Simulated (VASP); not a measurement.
Input of a VASP 6.6.1 run:

The input POSCAR:

```
CaO
1.0
    0.0000000000      2.3650220457      2.3650220457
    2.3650220457      0.0000000000      2.3650220457
    2.3650220457      2.3650220457      0.0000000000
Ca O
1 1
Direct
    0.5000000000      0.5000000000      0.5000000000
    0.0000000000      0.0000000000      0.0000000000
```

INCAR.step1

```
PREC = Accurate ; ENCUT = 1480
ISMEAR = 0 ; SIGMA = 0.05
LREAL = F ; LASPH = T
NELM = 120 ; NBANDS = 15
GGA = PE ; ALGO = Normal
EDIFF = 1E-5 ; LWAVE = T
LCHARG = F ; GGA_COMPAT = F
```

INCAR.step2

```
PREC = Accurate ; ENCUT = 1480
EDIFF = 1E-6 ; ISMEAR = 0
SIGMA = 0.05 ; LREAL = F
LASPH = T ; NELM = 120
ALGO = Normal ; ISIF = 2
LWAVE = F ; LCHARG = F
METAGGA = R2SCAN ; LMIXTAU = T
NBANDS = 15 ; ISTART = 1
GGA_COMPAT = F
```

KPOINTS

```
Automatic mesh
0
Gamma
  8 8 8
```

Potentials or basis: VASP PAW PBE potentials, release 64 (Ca_sv, O_h).

Command:

```sh
$ cat potpaw_PBE.64/Ca_sv/POTCAR potpaw_PBE.64/O_h/POTCAR > POTCAR
$ cp INCAR.step1 INCAR
$ mpirun -np 1 vasp_std > vasp.out
$ cp INCAR.step2 INCAR
$ mpirun -np 1 vasp_std > vasp.out
```

Estimate the band gap on the k mesh.

4.18 eV (least direct gap 4.54 eV).

What does it give for the pressure?

6.4 GPa.

Caveat: the cell stands under pressure; the PAW data sets were made with another functional, which shifts forces and pressure a little. A k mesh can miss the band edges.
